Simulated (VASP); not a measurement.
# Li (R-3m) in VASP: notebook

The runs below take Li through single point, with PBEsol.

Everything below comes from runs of VASP 6.6.1. Logs are shortened: lines on timing, memory, paths and dates and some standing lists are left out, and cuts for length are marked.

## 1. The cell of the first run

The structure is trigonal, space group R-3m (No. 166). The conventional cell has a = 3.039 Å, b = 3.039 Å, c = 22.765 Å, α = 90.00°, β = 90.00°, γ = 120.00°. Within 4.0 Å of Li (site symmetry -3m) lie 12 Li at 3.04 to 3.08 Å. Within 4.0 Å of Li (site symmetry 3m) lie 12 Li at 3.04 to 3.08 Å.

## 2. Single point, PBEsol (equal xx and yy strain of -2 %)

The input, INCAR:

```
PREC     = Accurate       # precision mode
ENCUT    = 520            # plane-wave cutoff, eV
EDIFF    = 1E-6           # SCF threshold, eV
ISMEAR   = -1             # smearing method
SIGMA    = 0.05           # smearing width, eV
LREAL    = F              # projectors in reciprocal space
LASPH    = T              # aspherical terms in the spheres
NELM     = 60             # most SCF steps
ALGO     = Normal         # electronic algorithm
ISIF     = 2              # what is computed and relaxed
LWAVE    = F              # write WAVECAR
LCHARG   = T              # write CHGCAR
GGA      = PS             # functional
LELF     = T              # ELF
LVHAR    = T            
NBANDS   = 12             # bands
```

The input, KPOINTS:

```
Automatic mesh
0
Gamma
  12 12 12
```

The input, POSCAR:

```
Li
1.0
    1.5194889864      0.8772773753      7.5883000000
   -1.5194889864      0.8772773753      7.5883000000
    0.0000000000     -1.7545547507      7.5883000000
Li
3
Direct
    0.0000000000      0.0000000000      0.0000000000
    0.2220000000      0.2220000000      0.2220000000
    0.7780000000      0.7780000000      0.7780000000
```

Potentials or basis: VASP PAW PBE potentials, release 64 (Li_sv).

Started as:

```
$ cat potpaw_PBE.64/Li_sv/POTCAR > POTCAR
$ mpirun -np 1 vasp_std > vasp.out
```

OUTCAR:

```text
PREC = Accurate
   ENCUT = 520
   EDIFF = 1E-6
   ISMEAR = -1
   LREAL = F
   LASPH = T
   NELM = 60
   ISIF = 2
   GGA = PS

 ion  position               nearest neighbor table
   1  0.000  0.000  0.000-
   2  0.222  0.222  0.222-
   3  0.778  0.778  0.778-

  LATTYP: Found a trigonal (rhomboedric) cell.
 ALAT       =     7.7885017342
 COS(alpha) =     0.9238767596

  Lattice vectors:

 A1 = (   1.5194889864,   0.8772773753,   7.5883000000)
 A2 = (  -1.5194889864,   0.8772773753,   7.5883000000)
 A3 = (   0.0000000000,  -1.7545547507,   7.5883000000)

Analysis of symmetry for initial positions (statically):
=====================================================================
 Subroutine PRICEL returns:
 Original cell was already a primitive cell.

 Routine SETGRP: Setting up the symmetry group for a
 trigonal (rhombohedral) supercell.

 Subroutine GETGRP returns: Found 12 space group operations
 (whereof 12 operations were pure point group operations)
 out of a pool of 12 trial point group operations.

The static configuration has the point symmetry D_3d.

Analysis of symmetry for dynamics (positions and initial velocities):
=====================================================================
 Subroutine PRICEL returns:
 Original cell was already a primitive cell.

 Routine SETGRP: Setting up the symmetry group for a
 trigonal (rhombohedral) supercell.

 Subroutine GETGRP returns: Found 12 space group operations
 (whereof 12 operations were pure point group operations)
 out of a pool of 12 trial point group operations.

The dynamic configuration has the point symmetry D_3d.

 Subroutine INISYM returns: Found 12 space group operations
 (whereof 12 operations are pure point group operations),
 and found     1 'primitive' translations

----------------------------------------------------------------------------------------

                                     Primitive cell

  volume of cell :      60.6918

  direct lattice vectors                    reciprocal lattice vectors
     1.519488986  0.877277375  7.588300000     0.329057995  0.189981722  0.043927274
    -1.519488986  0.877277375  7.588300000    -0.329057995  0.189981722  0.043927274
     0.000000000 -1.754554751  7.588300000     0.000000000 -0.379963445  0.043927274

  length of vectors
     7.788501734  7.788501734  7.788501734     0.382494215  0.382494215  0.382494215

  position of ions in fractional coordinates (direct lattice)
     0.000000000  0.000000000  0.000000000
     0.222000000  0.222000000  0.222000000
[... 91 lines left out ...]
   NUPDOWN=      -1.0000    fix difference up-down
   EMIN   =  10.00;   EMAX   =-10.00  energy-range for DOS
   EFERMI =   0.00;   METHOD = LEGACY
   ISMEAR =    -1;   SIGMA  =   0.05  broadening in eV -4-tet -1-fermi 0-gaus
   EFERMI_NEDOS =   21; number of points for ismear=-14 and -15
   IALGO  =     38    algorithm
   IMIX   =      4    mixing-type and parameters
     AMIX     =   0.40;   BMIX     =  1.00
     AMIX_MAG =   1.60;   BMIX_MAG =  1.00
  volume/ion in A,a.u.               =      20.23       136.52
  Fermi-wavevector in a.u.,A,eV,Ry     =   0.866521  1.637487 10.216044  0.750858
  Thomas-Fermi vector in A             =   1.984922
   LORBIT       =      0    0 simple, 1 ext, 2 COOP (PROOUT), +10 PAW based schemes
   GGA     = PS    functional components
   LHFCALC =     F    Hartree Fock is set to
   AEXX    =    0.0000 exact exchange contribution
   IVDW    =     0    specifies the selected vdW correction
   LEPSILON=     F    determine dielectric tensor
   LRPA    =     F    only Hartree local field effects (RPA)
 non-spin polarized calculation
  energy-cutoff  :      520.00
  volume of cell :       60.69
 maximum number of plane-waves:      1659
 NGX is ok and might be reduce to    60
   NGX = 29   NGY = 29   NGZ = 29

 number of electron       9.0000012 magnetization

 Free energy of the ion-electron system (eV)
  ---------------------------------------------------
  ext. energy  EPLUGINS =         0.00000000
  ---------------------------------------------------
  free energy    TOTEN  =        -5.90862312 eV

  energy without entropy =       -5.89646005  energy(sigma->0) =       -5.90254158

 E-fermi :   0.6076     XC(G=0):  -7.0224

 val. band max:        0.6051983525   @ k =   0.5000   0.0000   0.0000
 cond. band min:       0.6149742023   @ k =  -0.4167   0.0833   0.0833
 fundamental gap:      0.0097758498
 Fermi energy:         0.6075690574

 k-point     1 :       0.0000    0.0000    0.0000
  band No.  band energies     occupation
      1     -45.2798      2.00000
      2     -45.2663      2.00000
      3     -45.2614      2.00000
      4      -2.9254      2.00000
      5      -1.0201      2.00000
      6      -1.0197      2.00000
      7       6.0893      0.00000
      8       6.1159      0.00000
      9      13.6945      0.00000
     10      13.6945      0.00000
     11      13.8271      0.00000
     12      13.8271      0.00000
[... 331 lines left out ...]
 k-point    24 :      -0.4167    0.1667   -0.0000
  band No.  band energies     occupation
      1     -45.2613      2.00000
      2     -45.2523      2.00000
      3     -45.2503      2.00000
      4       1.0430      0.00033
      5       1.8451      0.00000
      6       2.1203      0.00000
      7       4.3364      0.00000
      8       4.5636      0.00000
      9       5.1582      0.00000
     10       7.0840      0.00000
     11       7.6724      0.00000
     12       9.1745      0.00000

 [... further k-points ...]

------------------------ aborting loop because EDIFF is reached ----------------------------------------

  FORCE on cell =-STRESS in cart. coord.  units (eV):
  Direction    XX          YY          ZZ          XY          YZ          ZX
  --------------------------------------------------------------------------------------
  -------------------------------------------------------------------------------------
  Total        0.0561387      0.0561387     -0.2289765      0.0000000      0.0000000      0.0000000
  in kB        1.4819800      1.4819800     -6.0446512      0.0000000      0.0000000      0.0000000
  external PRESSURE =      -1.0268971 kB  Pullay stress =       0.0000000 kB

 VOLUME and BASIS-vectors are now :
 -----------------------------------------------------------------------------
  energy-cutoff  :      520.00
  volume of cell :       60.69
      direct lattice vectors                 reciprocal lattice vectors
     1.519488986  0.877277375  7.588300000     0.329057995  0.189981722  0.043927274
    -1.519488986  0.877277375  7.588300000    -0.329057995  0.189981722  0.043927274
     0.000000000 -1.754554751  7.588300000     0.000000000 -0.379963445  0.043927274

 POSITION                                       TOTAL-FORCE (eV/Angst)
 -----------------------------------------------------------------------------------
      0.00000      0.00000      0.00000         0.000000     -0.000000      0.000000
      0.00000     -0.00000      5.05381         0.000000     -0.000000      0.009791
      0.00000     -0.00000     17.71109         0.000000      0.000000     -0.009791
 -----------------------------------------------------------------------------------
    total drift:                               -0.000000     -0.000000      0.000000

  FREE ENERGIE OF THE ION-ELECTRON SYSTEM (eV)
  ---------------------------------------------------
  free  energy   TOTEN  =        -5.9086231200 eV

  energy  without entropy=       -5.8964600476  energy(sigma->0) =       -5.90254158
```

stdout:

```text
POSCAR found type information on POSCAR Li
 POSCAR found :  1 types and       3 ions
 scaLAPACK will be used
 -----------------------------------------------------------------------------
|                                                                             |
|                                                                             |
|     You enforced a specific xc type in the INCAR file but a different       |
|     I HOPE YOU KNOW WHAT YOU ARE DOING!                                     |
|                                                                             |
 -----------------------------------------------------------------------------

 LDA part: xc-table for (Slater+PW92), standard interpolation
 POSCAR, INCAR and KPOINTS ok, starting setup
 FFT: planning ... GRIDC
 FFT: planning ... GRID_SOFT
 FFT: planning ... GRID
 WAVECAR not read
 entering main loop
```

It took 6.6 min on 1 thread of Intel Xeon 6975P-C (Granite Rapids), shared host; peak memory 0.49 GiB.

What came out:

- Free energy: -5.9086 eV
- Largest force: 0.010 eV/Å
- Band gap on the k mesh: zero (an odd number of electrons rules out a gap without spin polarisation)

Forces on the atoms (eV/Å):
```
Li   0.000  0.000  0.000
Li   0.000  0.000  0.010
Li   0.000  0.000 -0.010
```

Caveat: the cell differs from its parent crystal (equal xx and yy strain of -2 %); the cutoff is under 1.25 times the usual one of these potentials, so pressure, stress and relaxed cells hold a basis-set (Pulay) error; the PAW data sets were made with another functional, which shifts forces and pressure a little.

## 3. Single point, PBEsol (equal xx and yy strain of +1 %)

The input, INCAR:

```
  PREC = Accurate
  ENCUT = 520
  EDIFF = 1E-6
  ISMEAR = -1
  SIGMA = 0.05
  LREAL = F
  LASPH = T
  NELM = 60
  ALGO = Normal
  ISIF = 2
  LWAVE = F
  LCHARG = F
  GGA = PS
  NBANDS = 12
```

KPOINTS is that of step 2.

The input, POSCAR:

```
Li
1.0
    1.5660039554      0.9041328052      7.5883000000
   -1.5660039554      0.9041328052      7.5883000000
    0.0000000000     -1.8082656104      7.5883000000
Li
3
Direct
    0.0000000000      0.0000000000      0.0000000000
    0.2220000000      0.2220000000      0.2220000000
    0.7780000000      0.7780000000      0.7780000000
```

Potentials or basis: VASP PAW PBE potentials, release 64 (Li_sv).

Started as:

```
$ cat potpaw_PBE.64/Li_sv/POTCAR > POTCAR
$ mpirun -np 1 vasp_std > vasp.out
```

It took 4.9 min on 1 thread of Intel Xeon 6975P-C (Granite Rapids), shared host; peak memory 0.5 GiB.

Results (log left out):

```
Free energy            : -5.9034 eV
Largest force          : 0.009 eV/Å
Band gap on the k mesh : zero (an odd number of electrons rules out a gap without spin polarisation)
```

Forces on the atoms (eV/Å):
```
Li   0.000  0.000  0.000
Li   0.000  0.000  0.009
Li   0.000  0.000 -0.009
```

Levels at points of the mesh, in eV from the Fermi level:
```
           k point  band 1  band 2  band 3  band 4  band 5  band 6  band 7  band 8  band 9  band 10
(0.00, 0.00, 0.00)  -46.00  -45.98  -45.98   -3.46   -1.51   -1.51    5.59    5.61   12.22    12.22
(0.50, 0.00, 0.00)  -45.98  -45.98  -45.97   -0.05    0.79    1.03    3.57    3.71    4.32     8.21
(0.50, 0.50, 0.00)  -45.98  -45.98  -45.97    0.24    0.33    1.12    3.05    4.28    5.35     6.58
(0.50, 0.50, 0.50)  -46.00  -45.99  -45.98   -2.97   -2.97    0.08    2.85   10.30   10.35    11.92
```

Caveat: the cell differs from its parent crystal (equal xx and yy strain of +1 %); the cutoff is under 1.25 times the usual one of these potentials, so pressure, stress and relaxed cells hold a basis-set (Pulay) error; the PAW data sets were made with another functional, which shifts forces and pressure a little.

## 4. Single point, PBEsol (equal xx and yy strain of +3 %)

The input, INCAR:

```
  ALGO = Normal
  EDIFF = 1E-6
  ENCUT = 520
  GGA = PS
  ISIF = 2
  ISMEAR = -1
  LASPH = True
  LCHARG = False
  LREAL = False
  LWAVE = False
  NBANDS = 12
  NELM = 80
  PREC = Accurate
  SIGMA = 0.05
```

The input, KPOINTS:

```
k-points
0
Gamma
  12 12 12
```

The input, POSCAR:

```
Li
1.0
    1.5970139347      0.9220364251      7.5883000000
   -1.5970139347      0.9220364251      7.5883000000
    0.0000000000     -1.8440728502      7.5883000000
Li
3
Direct
    0.0000000000      0.0000000000      0.0000000000
    0.2220000000      0.2220000000      0.2220000000
    0.7780000000      0.7780000000      0.7780000000
```

Started as:

```
$ cat potpaw_PBE.64/Li_sv/POTCAR > POTCAR
$ mpirun -np 1 vasp_std > vasp.out
```

Wall time 5.6 min (1 thread of Intel Xeon 6975P-C (Granite Rapids), shared host); peak memory 0.47 GiB.

It converged, with:

* Free energy: -5.8874 eV
* Largest force: 0.008 eV/Å
* Band gap on the k mesh: zero (an odd number of electrons rules out a gap without spin polarisation)

Forces on the atoms (eV/Å):
```
Li   0.000  0.000  0.000
Li   0.000  0.000  0.008
Li   0.000  0.000 -0.008
```

Levels at points of the mesh, in eV from the Fermi level:
```csv
k point,band 3,band 4,band 5,band 6,band 7,band 8
"(0.00, 0.00, 0.00)",-46.05,-3.41,-1.44,-1.44,5.66,5.69
"(0.50, 0.00, 0.00)",-46.05,-0.07,0.73,1.00,3.43,3.59
"(0.50, 0.50, 0.00)",-46.05,0.21,0.31,1.05,2.90,4.18
"(0.50, 0.50, 0.50)",-46.05,-2.91,-2.91,0.20,2.89,10.37
```

Caveat: the cell differs from its parent crystal (equal xx and yy strain of +3 %); the cutoff is under 1.25 times the usual one of these potentials, so pressure, stress and relaxed cells hold a basis-set (Pulay) error; the PAW data sets were made with another functional, which shifts forces and pressure a little.

## 5. Overview

| cell | gap on the mesh (eV) | largest force (eV/Å) |
| --- | --- | --- |
| a = 7.789 Å, angles 22.5°, 3 atoms | none | 0.01 |
| a = 7.801 Å, angles 23.2°, 3 atoms | none | 0.01 |
| a = 7.809 Å, angles 23.6°, 3 atoms | none | 0.01 |

Alike in all rows: task single point; level PBEsol; potentials or basis VASP PAW PBE potentials, release 64 (Li_sv); no spin polarisation; k mesh 12 × 12 × 12; cutoff (eV) 520; smearing fermi-dirac 0.05 eV.

Caveats: the cutoff is under 1.25 times the usual one of these potentials, so pressure, stress and relaxed cells hold a basis-set (Pulay) error; the PAW data sets were made with another functional, which shifts forces and pressure a little.

Total energies depend on the potentials used, so only differences within one code and one set of settings carry meaning.
